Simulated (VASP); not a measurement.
Ca33S32 (a cell with a defect), 65 atoms in the cell. The cell holds a defect, 65 atoms: a = 11.266 Å, b = 11.266 Å, c = 11.266 Å, α = 90.00°, β = 90.00°, γ = 90.00°. 

* Program: VASP 6.6.1
* Task: single point
* Functional: PBEsol
* Potentials or basis: VASP PAW PBE potentials, release 64 (S, Ca_sv)
* Cutoff: 400 eV
* k mesh: 1 × 1 × 1, shifted
* Occupations: fermi-dirac, width 0.05 eV
* Spin: no spin polarisation
* Dipole correction: no
* Further INCAR settings: LREAL = Auto; ALGO = Normal; EDIFF = 1e-06; NBANDS = 299; ISYM = -1

Potentials or basis: VASP PAW PBE potentials, release 64 (S, Ca_sv).

The run is started by

```sh
$ cat potpaw_PBE.64/S/POTCAR potpaw_PBE.64/Ca_sv/POTCAR > POTCAR
$ mpirun -np 1 vasp_std > vasp.out
```

Hardware: 1 thread of Intel(R) Xeon(R) Platinum 8488C (Sapphire Rapids) (shared host).

Task: How long does it take, and how much memory?

Result: It took 19 min on 1 thread of Intel(R) Xeon(R) Platinum 8488C (Sapphire Rapids) (shared host), peak memory 1 GiB. Counts: scf iterations 15, k points 1.
